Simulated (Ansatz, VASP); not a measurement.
One calculation of K, two programs

```
CELL_PARAMETERS angstrom
0.00000 4.71373 4.71373
4.71373 0.00000 4.71373
4.71373 4.71373 0.00000
ATOMIC_POSITIONS crystal
K 0.12500 0.12500 0.12500
K 0.87500 0.87500 0.87500
```

Alike in both runs: functional PBEsol; k mesh 6 × 6 × 6; occupations fermi-dirac, width 0.1 eV; no spin polarisation.

Ansatz relaxed the structure, and its values are those at the end. VASP's run is a single point on that final structure, the one shown.

```csv
,VASP,Ansatz
version,VASP 6.6.1,Ansatz 0.2.0
potentials or method,"VASP PAW PBE potentials, release 64 (K_sv), cutoff 520 eV","plane waves (420 eV) with PAW, scalar-relativistic"
valence electrons in the cell,18,18
```

```csv
,VASP,Ansatz,Ansatz less VASP
pressure (GPa),0.0,0.0,+0.01
```

VASP's potentials were made for PBE, not for PBEsol, and Ansatz warns of the same on its side. With one functional, cell and mesh, what is left measures potentials, basis and numerics.
